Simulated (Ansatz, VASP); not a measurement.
C: VASP beside Ansatz

The input INCAR:

```
PREC = Accurate
ENCUT = 520
EDIFF = 1E-6
ISMEAR = -1
SIGMA = 0.03
LREAL = False
LASPH = True
NELM = 100
ALGO = Normal
ISIF = 2
LWAVE = False
LCHARG = True
GGA = PE
LELF = True
LVHAR = True
NBANDS = 8
```

File KPOINTS:

```
regular mesh
0
Gamma
  15 15 15
```

The input POSCAR:

```
C
1.0
    1.7755632054     -0.0177556320     -0.0177556320
   -0.0177556320      1.7755632054     -0.0177556320
   -0.0177556320     -0.0177556320      1.7755632054
C
1
Direct
    0.0000000000      0.0000000000      0.0000000000
```

Input for Ansatz:

```yaml
crystal:
  lattice:
    - [1.7755632054, -0.017755632, -0.017755632]
    - [-0.017755632, 1.7755632054, -0.017755632]
    - [-0.017755632, -0.017755632, 1.7755632054]
  atoms:
    - { symbol: C, position: [0.0, 0.0, 0.0] }
kpoints:
  mp_grid: { grid: [15, 15, 15] }
scf:
  occupations: { method: fermi_dirac, width: 0.03 }
hamiltonian:
  xc: pbe
  pseudopotentials: { kind: all_electron, lapw: { basis_error: 0.001 } }
output:
  forces: true
  stress: true
  eigenvalues: true
```

Change from the starting cell: equal xy, yz and zx shear strains of -2 %.

Alike in both runs: task single point; functional PBE; k mesh 15 × 15 × 15; occupations fermi-dirac, width 0.03 eV; no spin polarisation.

|  | VASP | Ansatz |
| --- | --- | --- |
| version | VASP 6.6.1 | Ansatz 0.2.0 |
| potentials or method | VASP PAW PBE potentials, release 64 (C), cutoff 520 eV | all-electron LAPW, scalar-relativistic |

|  | VASP | Ansatz | Ansatz less VASP |
| --- | --- | --- | --- |
| pressure (GPa) | 0.2 | -0.2 | -0.37 |
| traceless stress, the component that is largest in VASP (GPa) | 5.55 | 5.55 | -0.004 |

Ansatz ran all-electron here, and VASP with PAW potentials.
